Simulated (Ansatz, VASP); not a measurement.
# Mg3Sb2: VASP beside Ansatz

File INCAR:

```
PREC     = Accurate       # precision mode
ENCUT    = 600            # plane-wave cutoff, eV
EDIFF    = 1E-6           # SCF threshold, eV
ISMEAR   = -1             # smearing method
SIGMA    = 0.02           # smearing width, eV
LREAL    = False          # projectors in reciprocal space
LASPH    = True           # aspherical terms in the spheres
NELM     = 120            # most SCF steps
ALGO     = Normal         # electronic algorithm
ISIF     = 2              # what is computed and relaxed
LWAVE    = False          # write WAVECAR
LCHARG   = False          # write CHGCAR
GGA      = PE             # functional
NBANDS   = 16             # bands
GGA_COMPAT= False
```

File KPOINTS:

```
regular mesh
0
Gamma
  6 6 4
```

The input POSCAR:

```
Mg3Sb2
1.0
    4.5696659248      0.0000000000      0.0000000000
   -2.2848329624      3.9574467777      0.0000000000
    0.0000000000      0.0000000000      7.2399975018
Mg Sb
3 2
Direct
    0.3333333333      0.6666666667      0.6336571752
    0.6666666667      0.3333333333      0.3663428248
    0.0000000000      0.0000000000      0.0000000000
    0.3333333333      0.6666666667      0.2287531118
    0.6666666667      0.3333333333      0.7712468882
```

Input for Ansatz:

```yaml
crystal:
  lattice:
    - [4.5696659248, 0.0, 0.0]
    - [-2.2848329624, 3.9574467777, 0.0]
    - [0.0, 0.0, 7.2399975018]
  atoms:
    - { symbol: Mg, position: [0.3333333333, 0.6666666667, 0.6336571752] }
    - { symbol: Mg, position: [0.6666666667, 0.3333333333, 0.3663428248] }
    - { symbol: Mg, position: [0.0, 0.0, 0.0] }
    - { symbol: Sb, position: [0.3333333333, 0.6666666667, 0.2287531118] }
    - { symbol: Sb, position: [0.6666666667, 0.3333333333, 0.7712468882] }
kpoints:
  mp_grid: { grid: [6, 6, 4] }
  band_path:
    path:
      - [[0.0, 0.0, 0.0], [0.5, 1.347382074741e-17, -5.541444016561e-19], [0.3333333333333, 0.3333333333333, -7.388592022081e-19], [0.0, 0.0, 0.0], [-2.461226908172e-36, -3.645869533271e-36, 0.5], [0.5, 1.341854844414e-17, 0.5], [0.3333333333333, 0.3333333333333, 0.5], [-2.461226908172e-36, -3.645869533271e-36, 0.5]]
      - [[0.5, 1.341854844414e-17, 0.5], [0.5, 1.347382074741e-17, -5.541444016561e-19]]
      - [[0.3333333333333, 0.3333333333333, 0.5], [0.3333333333333, 0.3333333333333, -7.388592022081e-19]]
    npoints: 10
hamiltonian:
  xc: pbe
scf:
  occupations: { method: fermi_dirac, width: 0.02 }
  n_extra_bands: 5
output:
  forces: true
  stress: true
  eigenvalues: true
```

Alike in both runs: task single point; functional PBE; k mesh 6 × 6 × 4; occupations fermi-dirac, width 0.02 eV; no spin polarisation.

```csv
,VASP,Ansatz
version,VASP 6.6.1,Ansatz 0.2.0
potentials or method,"VASP PAW PBE potentials, release 64 (Mg, Sb)","plane waves, PAW"
plane-wave cutoff (eV),600,420
valence electrons in the cell,16,60
```

Ansatz gave:

- pressure (GPa): 0.9
- traceless stress, the component that is largest in VASP (GPa): -0.16
- rms of the force components (eV/Å): 0.059

Task: Estimate VASP's values.

Result: Pressure (GPa): 0.9; traceless stress, the component that is largest in VASP (GPa): -0.15; rms of the force components (eV/Å): 0.066.

Atom by atom the forces differ by 0.006 eV/Å (rms over components). With one functional, cell and mesh, what is left measures potentials, basis and numerics. VASP's potentials hold 16 valence electrons a cell and Ansatz's 60, so a difference there can come from the potentials and not from the codes.

Spin-orbit coupling is off throughout.
